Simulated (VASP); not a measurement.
CdS:

```
CELL_PARAMETERS angstrom
0.00000 2.73477 2.73477
2.73477 0.00000 2.73477
2.73477 2.73477 0.00000
ATOMIC_POSITIONS crystal
Cd 0.00000 0.00000 0.00000
S 0.50000 0.50000 0.50000
```

Base run:

```yaml
Program: VASP 6.6.1
Functional: r2SCAN
Potentials_or_basis: VASP PAW PBE potentials, release 64 (Cd, S)
Cutoff: 520 eV
k_mesh: 8 × 8 × 8
Occupations: fermi-dirac, width 0.05 eV
Spin: no spin polarisation
```

Its results: pressure -0.3 GPa.

Question: The run is repeated on the same cell with these changes: functional from r2SCAN to PBEsol. What comes out?

Answer: Pressure -2.6 GPa.

Caveats: the PAW data sets were made with another functional, which shifts forces and pressure a little.
